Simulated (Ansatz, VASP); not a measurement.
## AgI: VASP beside Ansatz

INCAR

```
SYSTEM = AgI
ALGO = Normal
EDIFF = 1E-6
ENCUT = 500
GGA = PE
GGA_COMPAT = .False.
ISIF = 2
ISMEAR = -1
LASPH = .True.
LCHARG = .False.
LREAL = .False.
LWAVE = .False.
NBANDS = 46
NELM = 120
PREC = Accurate
SIGMA = 0.02
```

KPOINTS

```
k-points
0
Gamma
  6 6 2
  0 0 0
```

The input POSCAR:

```
AgI
1.0
    4.4410609423      0.0000000000      0.0000000000
   -2.2205304711      3.8460715958      0.0000000000
    0.0000000000      0.0000000000     14.8805643239
Ag I
4 4
Direct
    0.0000000000      0.0000000000      0.3237121402
    0.6666666667      0.3333333333      0.4263931477
    0.3333333333      0.6666666667      0.9263931477
    0.0000000000      0.0000000000      0.8237121402
    0.0000000000      0.0000000000      0.0160088608
    0.6666666667      0.3333333333      0.2338858515
    0.3333333333      0.6666666667      0.7338858515
    0.0000000000      0.0000000000      0.5160088608
```

Input for Ansatz:

```yaml
crystal:
  lattice:
    - [4.4410609423, 0.0, 0.0]
    - [-2.2205304711, 3.8460715958, 0.0]
    - [0.0, 0.0, 14.8805643239]
  atoms:
    - { symbol: Ag, position: [0.0, 0.0, 0.3237121402] }
    - { symbol: Ag, position: [0.6666666667, 0.3333333333, 0.4263931477] }
    - { symbol: Ag, position: [0.3333333333, 0.6666666667, 0.9263931477] }
    - { symbol: Ag, position: [0.0, 0.0, 0.8237121402] }
    - { symbol: I, position: [0.0, 0.0, 0.0160088608] }
    - { symbol: I, position: [0.6666666667, 0.3333333333, 0.2338858515] }
    - { symbol: I, position: [0.3333333333, 0.6666666667, 0.7338858515] }
    - { symbol: I, position: [0.0, 0.0, 0.5160088608] }
kpoints:
  mp_grid: { grid: [6, 6, 2] }
  band_path:
    path:
      - [[0.0, 0.0, 0.0], [0.5, 5.181639126254e-17, -3.386396106461e-35], [0.3333333333333, 0.3333333333333, -2.257597404307e-35], [0.0, 0.0, 0.0], [-1.878636031688e-52, 9.393180158439e-53, 0.5], [0.5, 5.181639126254e-17, 0.5], [0.3333333333333, 0.3333333333333, 0.5], [-1.878636031688e-52, 9.393180158439e-53, 0.5]]
      - [[0.5, 5.181639126254e-17, 0.5], [0.5, 5.181639126254e-17, -3.386396106461e-35]]
      - [[0.3333333333333, 0.3333333333333, 0.5], [0.3333333333333, 0.3333333333333, -2.257597404307e-35]]
    npoints: 10
hamiltonian:
  xc: pbe
scf:
  occupations: { method: fermi_dirac, width: 0.02 }
  n_extra_bands: 6
output:
  forces: true
  stress: true
  eigenvalues: true
```

Alike in both runs: task single point; functional PBE; k mesh 6 × 6 × 2; occupations fermi-dirac, width 0.02 eV; no spin polarisation.

|  | VASP | Ansatz |
| --- | --- | --- |
| version | VASP 6.6.1 | Ansatz 0.2.0 |
| potentials or method | VASP PAW PBE potentials, release 64 (Ag, I) | plane waves, PAW |
| plane-wave cutoff (eV) | 500 | 420 |
| valence electrons in the cell | 72 | 144 |

Ansatz gave:

| Quantity | Value |
| --- | --- |
| gap on the k mesh at the Fermi level (eV) | 1.49 |
| pressure (GPa) | 1.8 |
| traceless stress, the component that is largest in VASP (GPa) | -0.11 |
| rms of the force components (eV/Å) | 0.036 |

Question: What did VASP give for the same quantities?

Answer: gap on the k mesh at the Fermi level (eV): 1.49; pressure (GPa): 1.7; traceless stress, the component that is largest in VASP (GPa): -0.12; rms of the force components (eV/Å): 0.033.

Atom by atom the forces differ by 0.004 eV/Å (rms over components). VASP's potentials hold 72 valence electrons a cell and Ansatz's 144, so a difference there can come from the potentials and not from the codes.

Spin-orbit coupling is off throughout.
